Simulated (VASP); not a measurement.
Wanted: the native input for a VASP 6.6.1 run.

* Task: relaxation of cell and atoms
* Functional: PBE
* Potentials or basis: VASP PAW PBE potentials, release 64 (Mo_sv, Ru_pv)
* Cutoff: 600 eV
* k mesh: 6 × 6 × 6
* Occupations: gaussian, width 0.1 eV
* Spin: no spin polarisation
* Dipole correction: no
* Further INCAR settings: ALGO = Fast; EDIFF = 1e-07; IBRION = 2; EDIFFG = -0.04; NSW = 90; ISIF = 3

The structure of MoRu2 lies in POSCAR:

```
MoRu2
1.0
    0.0000000000      2.7663890000      2.7663890000
    2.7663890000      0.0000000000      2.7663890000
    2.7663890000      2.7663890000      0.0000000000
Mo Ru
1 2
Direct
    0.0000000000      0.0000000000      0.0000000000
    0.7500000000      0.7500000000      0.7500000000
    0.2500000000      0.2500000000      0.2500000000
```

These files were run (other wordings do the same):

INCAR

```
SYSTEM = MoRu2
PREC     = Accurate       ! precision mode
ENCUT    = 600            ! plane-wave cutoff, eV
EDIFF    = 1E-7           ! SCF threshold, eV
ISMEAR   = 0              ! smearing method
SIGMA    = 0.1            ! smearing width, eV
LREAL    = .FALSE.        ! projectors in reciprocal space
LASPH    = .TRUE.         ! aspherical terms in the spheres
NELM     = 60             ! most SCF steps
ALGO     = Fast           ! electronic algorithm
ISIF     = 3              ! what is computed and relaxed
LWAVE    = .FALSE.        ! write WAVECAR
LCHARG   = .FALSE.        ! write CHGCAR
GGA      = PE             ! functional
IBRION   = 2              ! ionic algorithm
NSW      = 90             ! ionic steps
EDIFFG   = -0.04          ! ionic threshold
```

KPOINTS

```
Automatic mesh
0
G
  6 6 6
  0 0 0
```

Potentials or basis: VASP PAW PBE potentials, release 64 (Mo_sv, Ru_pv).

Run with:

```sh
$ cat potpaw_PBE.64/Mo_sv/POTCAR potpaw_PBE.64/Ru_pv/POTCAR > POTCAR
$ mpirun -np 1 vasp_std > vasp.out
```

Results of the run:

- Relaxed volume: 16.95 Å³/atom
- Relaxed cell: a = 4.158 Å, b = 4.158 Å, c = 4.158 Å, α = 60.00°, β = 60.00°, γ = 60.00°
- Space group after relaxing (to 0.05 Å): Fm-3m (No. 225)
- Energy gained by relaxing: 449.7 meV/atom
- Ionic steps: 5
- Pressure after relaxing: 0.1 GPa
- Band gap on the k mesh: zero (band 21 reaches 11.12 eV, above the bottom of band 22 at 9.28 eV)

Caveat: the volume moved by over 15 % at a fixed basis, so the end points are rough.

Wall time 4.6 min on 1 thread of AMD EPYC 7571, on a shared host, peak memory 0.16 GiB.
